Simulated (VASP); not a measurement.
# ZnSe (F-43m) in VASP: further runs

Runs on ZnSe. Level: HSE06. Tasks: single point.

All numbers are computed with VASP 6.6.1; they aren't measurements. Logs are shortened: lines on timing, memory, paths and dates and some standing lists are left out, and cuts for length are marked.

## Step 1: The cell of the first run

Symmetry: F-43m, No. 216, cubic system. Conventional cell: a = 5.608 Å, b = 5.608 Å, c = 5.608 Å, α = 90.00°, β = 90.00°, γ = 90.00°. Zn (site symmetry -43m) has 4 Se at 2.43 Å within 3.2 Å. Within 3.2 Å of Se (site symmetry -43m) lie 4 Zn at 2.43 Å.

## Step 2: Single point, HSE06 (strain -1.0%)

POSCAR reads:

```
ZnSe
1.0
    0.0000000000      2.8040964775      2.8040964775
    2.8040964775      0.0000000000      2.8040964775
    2.8040964775      2.8040964775      0.0000000000
Zn Se
1 1
Direct
    0.0000000000      0.0000000000      0.0000000000
    0.2500000000      0.2500000000      0.2500000000
```

INCAR.step1 reads:

```
PREC = Accurate ; ENCUT = 520
EDIFF = 1E-5 ; ISMEAR = 0
SIGMA = 0.01 ; LREAL = F
LASPH = T ; NELM = 60
ALGO = Normal ; ISIF = 2
LWAVE = T ; LCHARG = F
GGA = PE ; NBANDS = 16
```

INCAR.step2 reads:

```
PREC = Accurate ; ENCUT = 520
EDIFF = 1E-6 ; ISMEAR = 0
SIGMA = 0.01 ; LREAL = F
LASPH = T ; NELM = 60
ALGO = Normal ; ISIF = 2
LWAVE = F ; LCHARG = F
GGA = PE ; LHFCALC = T
HFSCREEN = 0.2079 ; PRECFOCK = Normal
ISTART = 1 ; NBANDS = 16
```

KPOINTS reads:

```
regular mesh
0
Gamma
  6 6 6
```

Potentials or basis: VASP PAW PBE potentials, release 64 (Zn, Se).

Launch:

```console
cat potpaw_PBE.64/Zn/POTCAR potpaw_PBE.64/Se/POTCAR > POTCAR
cp INCAR.step1 INCAR
mpirun -np 1 vasp_std > vasp.out
cp INCAR.step2 INCAR
mpirun -np 1 vasp_std > vasp.out
```

OUTCAR:

```text
PREC = Accurate
   ENCUT = 520
   EDIFF = 1E-6
   ISMEAR = 0
   LREAL = F
   LASPH = T
   NELM = 60
   ISIF = 2
   GGA = PE
   LHFCALC = T
   HFSCREEN = 0.2079
   PRECFOCK = Normal
   ISTART = 1

 ion  position               nearest neighbor table
   1  0.000  0.000  0.000-   2 2.43   2 2.43   2 2.43   2 2.43
   2  0.250  0.250  0.250-   1 2.43   1 2.43   1 2.43   1 2.43

  LATTYP: Found a face centered cubic cell.
 ALAT       =     5.6081929550

  Lattice vectors:

 A1 = (   0.0000000000,   2.8040964775,   2.8040964775)
 A2 = (   2.8040964775,   0.0000000000,   2.8040964775)
 A3 = (   2.8040964775,   2.8040964775,   0.0000000000)

Analysis of symmetry for initial positions (statically):
=====================================================================
 Subroutine PRICEL returns:
 Original cell was already a primitive cell.

 Routine SETGRP: Setting up the symmetry group for a
 face centered cubic supercell.

 Subroutine GETGRP returns: Found 24 space group operations
 (whereof 24 operations were pure point group operations)
 out of a pool of 48 trial point group operations.

The static configuration has the point symmetry T_d .

Analysis of symmetry for dynamics (positions and initial velocities):
=====================================================================
 Subroutine PRICEL returns:
 Original cell was already a primitive cell.

 Routine SETGRP: Setting up the symmetry group for a
 face centered cubic supercell.

 Subroutine GETGRP returns: Found 24 space group operations
 (whereof 24 operations were pure point group operations)
 out of a pool of 48 trial point group operations.

The dynamic configuration has the point symmetry T_d .

 Subroutine INISYM returns: Found 24 space group operations
 (whereof 24 operations are pure point group operations),
 and found     1 'primitive' translations

----------------------------------------------------------------------------------------

                                     Primitive cell

  volume of cell :      44.0970

  direct lattice vectors                    reciprocal lattice vectors
     0.000000000  2.804096477  2.804096477    -0.178310555  0.178310555  0.178310555
     2.804096477  0.000000000  2.804096477     0.178310555 -0.178310555  0.178310555
     2.804096477  2.804096477  0.000000000     0.178310555  0.178310555 -0.178310555

  length of vectors
     3.965591269  3.965591269  3.965591269     0.308842941  0.308842941  0.308842941

  position of ions in fractional coordinates (direct lattice)
     0.000000000  0.000000000  0.000000000
     0.250000000  0.250000000  0.250000000

  ion indices of the primitive-cell ions
   primitive index   ion index
                 1           1
                 2           2

----------------------------------------------------------------------------------------

 KPOINTS: regular mesh

Automatic generation of k-mesh.
 Grid dimensions read from file:
 generate k-points for:    6    6    6

 Generating k-lattice:

  Cartesian coordinates                     Fractional coordinates (reciprocal lattice)
    -0.029718426  0.029718426  0.029718426     0.166666667  0.000000000  0.000000000
     0.029718426 -0.029718426  0.029718426     0.000000000  0.166666667  0.000000000
     0.029718426  0.029718426 -0.029718426     0.000000000  0.000000000  0.166666667

  Length of vectors
     0.051473824  0.051473824  0.051473824

  Shift w.r.t. Gamma in fractional coordinates (k-lattice)
     0.000000000  0.000000000  0.000000000

 Subroutine IBZKPT returns following result:
 ===========================================

 Found     16 irreducible k-points:

 Following reciprocal coordinates:
            Coordinates               Weight
  0.000000  0.000000  0.000000      1.000000
  0.166667  0.000000  0.000000      8.000000
  0.333333  0.000000  0.000000      8.000000
  0.500000  0.000000  0.000000      4.000000
  0.166667  0.166667  0.000000      6.000000
  0.333333  0.166667  0.000000     24.000000
[... 8 lines left out ...]
 -0.333333  0.333333  0.166667     24.000000
 -0.333333  0.500000  0.166667     12.000000
   k-points           NKPTS =     16   k-points in BZ     NKDIM =    216   number of bands    NBANDS=     16
   number of dos      NEDOS =    301   number of ions     NIONS =      2
   total plane-waves  NPLWV =  27000
   dimension x,y,z NGX =    30 NGY =   30 NGZ =   30
   dimension x,y,z NGXF=    60 NGYF=   60 NGZF=   60
   ions per type =               1   1
   NGX,Y,Z   is equivalent  to a cutoff of  12.58, 12.58, 12.58 a.u.
   NGXF,Y,Z  is equivalent  to a cutoff of  25.15, 25.15, 25.15 a.u.
 SYSTEM =  unknown system
   PREC   = accura    normal or accurate (medium, high low for compatibility)
   ISTART =      1    job   : 0-new  1-cont  2-samecut
   ICHARG =      0    charge: 1-file 2-atom 10-const
   ISPIN  =      1    spin polarized calculation?
   LNONCOLLINEAR =      F non collinear calculations
   LSORBIT =      F    spin-orbit coupling
   LASPH  =      T    aspherical Exc in radial PAW
   ENCUT  =  520.0 eV  38.22 Ry    6.18 a.u.   7.37  7.37  7.37*2*pi/ulx,y,z
   NELM   =     60;   NELMIN=  2; NELMDL=  0     # of ELM steps
   EDIFF  = 0.1E-05   stopping-criterion for ELM
   LREAL  =      F    real-space projection
   EDIFFG = 0.1E-04   stopping-criterion for IOM
   NSW    =      0    number of steps for IOM
   IBRION =     -1    ionic relax: 0-MD 1-quasi-New 2-CG
   NFREE  =      0    steps in history (QN), initial steepest desc. (CG)
   ISIF   =      2    stress and relaxation
   ISYM   =      3    0-nonsym 1-usesym 2-fastsym
   POTIM  = 0.5000    time-step for ionic-motion
   TEBEG  =    0.0;   TEEND  =   0.0 temperature during run
   PSTRESS=    0.0 pullay stress
   NELECT =      18.0000    total number of electrons
   NUPDOWN=      -1.0000    fix difference up-down
   EMIN   =  10.00;   EMAX   =-10.00  energy-range for DOS
   EFERMI =   0.00;   METHOD = LEGACY
   ISMEAR =     0;   SIGMA  =   0.01  broadening in eV -4-tet -1-fermi 0-gaus
   EFERMI_NEDOS =   21; number of points for ismear=-14 and -15
   IALGO  =     38    algorithm
   IMIX   =      1    mixing-type and parameters
     AMIX     =   0.40;   BMIX     =  1.00
     AMIX_MAG =   1.60;   BMIX_MAG =  1.00
  volume/ion in A,a.u.               =      22.05       148.79
  Fermi-wavevector in a.u.,A,eV,Ry     =   1.214403  2.294888 20.065517  1.474774
  Thomas-Fermi vector in A             =   2.349824
   LORBIT       =      0    0 simple, 1 ext, 2 COOP (PROOUT), +10 PAW based schemes
   GGA     = PE    functional components
   LHFCALC =     T    Hartree Fock is set to
   PRECFOCK=normal    Normal, Fast or Accurate (Low or Medium for compatibility)
   ENCUT4O =  -1.0   cutoff for four orbital integrals eV
   NKREDX  =     1    reduce k-point grid by
   NKREDY  =     1    reduce k-point grid by
   NKREDZ  =     1    reduce k-point grid by
   AEXX    =    0.2500 exact exchange contribution
   HFSCREEN=    0.2079 screening length (either q_TF or 0.3 A-1)
   HFSCREENC=   0.2079 screening length for correlation (either q_TF or 0.3 A-1)
   ENCUTFOCK=  -1.0 apply spherical cutoff to Coloumb kernel
   IVDW    =     0    specifies the selected vdW correction
   LEPSILON=     F    determine dielectric tensor
   LRPA    =     F    only Hartree local field effects (RPA)
 non-spin polarized calculation
 Gauss-broadening in eV      SIGMA  =   0.01
  energy-cutoff  :      520.00
  volume of cell :       44.10
 maximum number of plane-waves:      1243
 NGX is ok and might be reduce to    30
  NGX = 24; NGY = 24; NGZ = 24

 number of electron      17.9999989 magnetization

 Free energy of the ion-electron system (eV)
  ---------------------------------------------------
  ext. energy  EPLUGINS =         0.00000000
  ---------------------------------------------------
  free energy    TOTEN  =        -7.40540348 eV

  energy without entropy =       -7.40540348  energy(sigma->0) =       -7.40540348

 E-fermi :   1.3125     XC(G=0):  -7.8502

 val. band max:        1.2314424926   @ k =   0.0000   0.0000   0.0000
 cond. band min:       3.7811799190   @ k =   0.0000   0.0000   0.0000
 fundamental gap:      2.5497374263
 Fermi energy:         1.3124831326

 k-point     1 :       0.0000    0.0000    0.0000
  band No.  band energies     occupation
      1     -13.3645      2.00000
      2      -7.0475      2.00000
      3      -7.0475      2.00000
      4      -7.0475      2.00000
      5      -6.6907      2.00000
      6      -6.6907      2.00000
[... 8 lines left out ...]
     15      14.0090      0.00000
     16      14.0090      0.00000

 k-point     2 :       0.1667    0.0000    0.0000
  band No.  band energies     occupation
      1     -13.1615      2.00000
      2      -7.0212      2.00000
      3      -7.0212      2.00000
      4      -7.0087      2.00000
      5      -6.6926      2.00000
      6      -6.6926      2.00000
[... 8 lines left out ...]
     15      12.9038      0.00000
     16      13.6574      0.00000

 k-point     3 :       0.3333    0.0000    0.0000
  band No.  band energies     occupation
      1     -12.7059      2.00000
      2      -6.9769      2.00000
      3      -6.9769      2.00000
      4      -6.8005      2.00000
      5      -6.6857      2.00000
      6      -6.6857      2.00000
[... 8 lines left out ...]
     15      13.6037      0.00000
     16      13.6037      0.00000

 k-point     4 :       0.5000    0.0000    0.0000
  band No.  band energies     occupation
      1     -12.4462      2.00000
      2      -6.9606      2.00000
      3      -6.9606      2.00000
      4      -6.6752      2.00000
      5      -6.6752      2.00000
      6      -6.4919      2.00000
[... 8 lines left out ...]
     15      15.8887      0.00000
     16      15.8887      0.00000
[... 172 lines left out ...]
 k-point    14 :       0.5000    0.3333    0.1667
  band No.  band energies     occupation
      1     -12.3911      2.00000
      2      -6.9278      2.00000
      3      -6.9105      2.00000
      4      -6.7869      2.00000
      5      -6.6741      2.00000
      6      -6.5725      2.00000
[... 8 lines left out ...]
     15      15.7301      0.00000
     16      17.2539      0.00000

 k-point    15 :      -0.3333    0.3333    0.1667
  band No.  band energies     occupation
      1     -12.2150      2.00000
      2      -6.9194      2.00000
      3      -6.8839      2.00000
      4      -6.7292      2.00000
      5      -6.6913      2.00000
      6      -6.3791      2.00000
[... 8 lines left out ...]
     15      15.8337      0.00000
     16      16.9466      0.00000

 k-point    16 :      -0.3333    0.5000    0.1667
  band No.  band energies     occupation
      1     -12.1335      2.00000
      2      -6.9103      2.00000
      3      -6.8478      2.00000
      4      -6.7630      2.00000
      5      -6.6752      2.00000
      6      -6.3508      2.00000
[... 8 lines left out ...]
     15      16.6733      0.00000
     16      16.9680      0.00000

------------------------ aborting loop because EDIFF is reached ----------------------------------------

  FORCE on cell =-STRESS in cart. coord.  units (eV):
  Direction    XX          YY          ZZ          XY          YZ          ZX
  --------------------------------------------------------------------------------------
  -------------------------------------------------------------------------------------
  Total        0.9432228      0.9432228      0.9432228      0.0000000      0.0000000      0.0000000
  in kB       34.2701525     34.2701525     34.2701525      0.0000000      0.0000000      0.0000000
  external PRESSURE =      34.2701525 kB  Pullay stress =       0.0000000 kB

 VOLUME and BASIS-vectors are now :
 -----------------------------------------------------------------------------
  energy-cutoff  :      520.00
  volume of cell :       44.10
      direct lattice vectors                 reciprocal lattice vectors
     0.000000000  2.804096477  2.804096477    -0.178310555  0.178310555  0.178310555
     2.804096477  0.000000000  2.804096477     0.178310555 -0.178310555  0.178310555
     2.804096477  2.804096477  0.000000000     0.178310555  0.178310555 -0.178310555

 POSITION                                       TOTAL-FORCE (eV/Angst)
 -----------------------------------------------------------------------------------
      0.00000      0.00000      0.00000         0.000000     -0.000000      0.000000
      1.40205      1.40205      1.40205        -0.000000      0.000000     -0.000000
 -----------------------------------------------------------------------------------
    total drift:                                0.000106      0.000083      0.000063

  FREE ENERGIE OF THE ION-ELECTRON SYSTEM (eV)
  ---------------------------------------------------
  free  energy   TOTEN  =        -7.4054034756 eV

  energy  without entropy=       -7.4054034756  energy(sigma->0) =       -7.40540348
```

Run time: 83 min. Hardware: 1 thread of AMD EPYC 7R43 (Zen 3), shared host; peak memory 0.25 GiB.

What came out:

| Item | Value |
| --- | --- |
| Free energy | -7.4054 eV |
| Pressure | 3.4 GPa |
| Band gap on the k mesh | 2.55 eV |

Levels at points of the mesh, in eV from the valence-band top:
```csv
k point,band 6,band 7,band 8,band 9,band 10,band 11,band 12,band 13
"(0.00, 0.00, 0.00)",-7.92,0.00,0.00,0.00,2.55,6.94,6.94,6.94
"(0.50, 0.00, 0.00)",-7.72,-5.76,-0.96,-0.96,3.71,7.49,7.49,9.82
"(0.50, 0.50, 0.00)",-7.68,-5.30,-2.43,-2.43,3.78,4.49,12.43,13.05
```

Caveat: the cell differs from its parent crystal (strain -1.0%); the cell stands under pressure; the PAW data sets were made with another functional, which shifts forces and pressure a little.

## Step 3: Single point, HSE06 (strain +3.0%)

POSCAR reads:

```
ZnSe
1.0
    0.0000000000      2.9173933049      2.9173933049
    2.9173933049      0.0000000000      2.9173933049
    2.9173933049      2.9173933049      0.0000000000
Zn Se
1 1
Direct
    0.0000000000      0.0000000000      0.0000000000
    0.2500000000      0.2500000000      0.2500000000
```

INCAR.step1 reads:

```
ALGO = Normal
EDIFF = 1E-5
ENCUT = 520
GGA = PE
ISIF = 2
ISMEAR = 0
LASPH = True
LREAL = False
LWAVE = True
NBANDS = 16
NELM = 80
PREC = Accurate
SIGMA = 0.01
```

INCAR.step2 reads:

```
ALGO = Normal
EDIFF = 1E-6
ENCUT = 520
GGA = PE
HFSCREEN = 0.2079
ISIF = 2
ISMEAR = 0
ISTART = 1
LASPH = True
LCHARG = True
LELF = True
LHFCALC = True
LREAL = False
LVHAR = True
LWAVE = False
NBANDS = 16
NELM = 80
PREC = Accurate
PRECFOCK = Normal
SIGMA = 0.01
```

KPOINTS reads:

```
k-points
0
Gamma
  6 6 6
```

Potentials or basis: VASP PAW PBE potentials, release 64 (Zn, Se).

Launch:

```console
cat potpaw_PBE.64/Zn/POTCAR potpaw_PBE.64/Se/POTCAR > POTCAR
cp INCAR.step1 INCAR
mpirun -np 1 vasp_std > vasp.out
cp INCAR.step2 INCAR
mpirun -np 1 vasp_std > vasp.out
```

Run time: 24 min. Hardware: 1 thread of Intel Xeon 6975P-C (Granite Rapids), shared host; peak memory 0.31 GiB.

The run converged. Its results:

* Free energy: -7.3879 eV
* Pressure: -3.7 GPa
* Band gap on the k mesh: 2.02 eV

Levels at points of the mesh, in eV from the valence-band top:
| k point | band 6 | band 7 | band 8 | band 9 | band 10 | band 11 | band 12 | band 13 |
| --- | --- | --- | --- | --- | --- | --- | --- | --- |
| (0.00, 0.00, 0.00) | -7.69 | 0.00 | 0.00 | 0.00 | 2.02 | 6.94 | 6.94 | 6.94 |
| (0.50, 0.00, 0.00) | -7.54 | -4.97 | -0.79 | -0.79 | 3.46 | 7.48 | 7.48 | 9.45 |
| (0.50, 0.50, 0.00) | -7.50 | -4.70 | -2.00 | -2.00 | 4.03 | 4.47 | 11.48 | 12.17 |

Caveat: the cell differs from its parent crystal (strain +3.0%); the cell stands under tension; the PAW data sets were made with another functional, which shifts forces and pressure a little.

## Step 4: Single point, HSE06 (strain +4.0%)

POSCAR reads:

```
ZnSe
1.0
    0.0000000000      2.9457175118      2.9457175118
    2.9457175118      0.0000000000      2.9457175118
    2.9457175118      2.9457175118      0.0000000000
Zn Se
1 1
Direct
    0.0000000000      0.0000000000      0.0000000000
    0.2500000000      0.2500000000      0.2500000000
```

INCAR.step1 reads:

```
SYSTEM = ZnSe
PREC = Accurate
ENCUT = 520
EDIFF = 1E-5
ISMEAR = 0
SIGMA = 0.01
LREAL = .False.
LASPH = .True.
NELM = 60
ALGO = Normal
ISIF = 2
LWAVE = .True.
LCHARG = .False.
GGA = PE
NBANDS = 16
```

INCAR.step2 reads:

```
SYSTEM = ZnSe
PREC = Accurate
ENCUT = 520
EDIFF = 1E-6
ISMEAR = 0
SIGMA = 0.01
LREAL = .False.
LASPH = .True.
NELM = 60
ALGO = Normal
ISIF = 2
LWAVE = .False.
LCHARG = .False.
GGA = PE
LHFCALC = .True.
HFSCREEN = 0.2079
PRECFOCK = Normal
ISTART = 1
NBANDS = 16
```

KPOINTS reads:

```
regular mesh
0
Gamma
  6 6 6
  0 0 0
```

Launch:

```console
cat potpaw_PBE.64/Zn/POTCAR potpaw_PBE.64/Se/POTCAR > POTCAR
cp INCAR.step1 INCAR
mpirun -np 1 vasp_std > vasp.out
cp INCAR.step2 INCAR
mpirun -np 1 vasp_std > vasp.out
```

Run time: 88 min. Hardware: 1 thread of AMD EPYC 7R13, shared host; peak memory 0.28 GiB.

Results (log left out):

```
Free energy            : -7.3484 eV
Pressure               : -5.0 GPa
Band gap on the k mesh : 1.89 eV
```

Levels at points of the mesh, in eV from the valence-band top:
| k point | band 7 | band 8 | band 9 | band 10 | band 11 | band 12 |
| --- | --- | --- | --- | --- | --- | --- |
| (0.00, 0.00, 0.00) | 0.00 | 0.00 | 0.00 | 1.89 | 6.93 | 6.93 |
| (0.50, 0.00, 0.00) | -4.80 | -0.75 | -0.75 | 3.39 | 7.46 | 7.46 |
| (0.50, 0.50, 0.00) | -4.56 | -1.91 | -1.91 | 4.08 | 4.44 | 11.27 |

Caveat: the cell differs from its parent crystal (strain +4.0%); the cell stands under tension; the PAW data sets were made with another functional, which shifts forces and pressure a little.

## Step 5: Overview

```tsv
cell	gap on the mesh (eV)	pressure (GPa)
a = 3.966 Å, angles 60.0°, 2 atoms	2.55	3.4
a = 4.126 Å, angles 60.0°, 2 atoms	2.02	-3.7
a = 4.166 Å, angles 60.0°, 2 atoms	1.89	-5.0
```

Alike in all rows: task single point; level HSE06; potentials or basis VASP PAW PBE potentials, release 64 (Zn, Se); no spin polarisation; k mesh 6 × 6 × 6; cutoff (eV) 520; smearing gaussian 0.01 eV.

Caveats: the PAW data sets were made with another functional, which shifts forces and pressure a little; the cell stands under tension (at least some runs); the cell stands under pressure (at least some runs).

Absolute energies hang on the potentials; compare differences alone.
